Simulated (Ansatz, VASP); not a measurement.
One calculation of Si, two programs

File INCAR:

```
SYSTEM = Si
PREC = Accurate
ENCUT = 520
EDIFF = 1E-7
ISMEAR = 0
SIGMA = 0.05
LREAL = .FALSE.
LASPH = .TRUE.
NELM = 80
ALGO = Normal
ISIF = 2
LWAVE = .FALSE.
LCHARG = .FALSE.
GGA = CA
NBANDS = 11
```

The input KPOINTS:

```
regular mesh
0
G
  12 12 12
  0 0 0
```

Contents of POSCAR:

```
Si
1.0
    0.0000000000      2.9506228429      2.7953269038
    2.3564470759      0.0000000000      2.7953269038
    2.3564470759      2.9506228429      0.0000000000
Si
2
Direct
    0.5000000000      0.5000000000      0.5000000000
    0.7500000000      0.7500000000      0.7500000000
```

Input for Ansatz:

```yaml
crystal:
  lattice:
    - [0.0, 2.9506228429, 2.7953269038]
    - [2.3564470759, 0.0, 2.7953269038]
    - [2.3564470759, 2.9506228429, 0.0]
  atoms:
    - { symbol: Si, position: [0.5, 0.5, 0.5] }
    - { symbol: Si, position: [0.75, 0.75, 0.75] }
basis:
  ecutwfc: 420
kpoints:
  mp_grid: { grid: [12, 12, 12] }
hamiltonian:
  xc: lda
  pseudopotentials: { kind: paw, azcp: { folder: soft_1 } }
scf:
  occupations: { method: gaussian, width: 0.05 }
output:
  forces: true
  stress: true
  eigenvalues: true
```

Change from the starting cell: strain +e along x and -e along y -0.1100, strain +e along z and -e/2 along x and y +0.0350.

Alike in both runs: task single point; functional LDA; k mesh 12 × 12 × 12; occupations gaussian, width 0.05 eV; no spin polarisation.

|  | VASP | Ansatz |
| --- | --- | --- |
| version | VASP 6.6.1 | Ansatz 0.2.0 |
| potentials or method | VASP PAW LDA potentials, release 64 (Si), cutoff 520 eV | scalar-relativistic, plane waves, PAW |
| valence electrons in the cell | 8 | 8 |

|  | VASP | Ansatz | Ansatz less VASP |
| --- | --- | --- | --- |
| gap on the k mesh at the Fermi level (eV) | none | none | - |
| pressure (GPa) | -0.5 | -0.5 | -0.05 |
| traceless stress, the component that is largest in VASP (GPa) | -7.86 | -7.86 | -0.005 |

Ansatz warns that its potentials were made for another functional, while VASP's fit it. LDA's correlation is that of Perdew and Zunger in VASP and of Perdew and Wang (1992) in Ansatz. A gap of «none» marks a metal or a gap that the smearing closes.
